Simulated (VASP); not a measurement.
**Mo: electric field gradients with r2SCAN+D3(BJ)**

Mo:

```
Mo
1.0
    -1.58381    1.58381    1.58381
     1.58381   -1.58381    1.58381
     1.58381    1.58381   -1.58381
Mo
1
Cartesian
  0.0000 0.0000 0.0000
```

| Property | Result |
| --- | --- |
| Program | VASP 6.6.1 |
| Task | electric field gradients |
| Functional | r2SCAN |
| Dispersion | D3(BJ) |
| Potentials or basis | VASP PAW PBE potentials, release 64 (Mo_sv) |
| Cutoff | 520 eV |
| k mesh | 12 × 12 × 12 |
| Occupations | fermi-dirac, width 0.01 eV |
| Spin | non-collinear spin, zero start, spin-orbit coupling |
| Starting moments | [[0.0, 0.0, 0.0]] μB |
| Dipole correction | no |
| Further INCAR settings | ALGO = Normal; EDIFF = 1e-08; NBANDS = 25 |

* Pressure: -6.7 GPa
* Net moment: 0.00 μB per cell
* Largest electric field gradient by atom: under 0.05 V/Å² on every atom
* Valence electrons inside the program's atomic spheres: Mo 12.43
* Dispersion energy per atom: -0.332 eV

Moments on the atoms (μB; x, y, z):
```
Mo  0.00 0.00 0.00
```

It took 5.8 min on 1 thread of AMD EPYC 7R13 Processor (Zen 3), with other jobs on the host, peak memory 0.17 GiB.

Caveat: the cell stands under tension; the PAW data sets were made with another functional, which shifts forces and pressure a little.
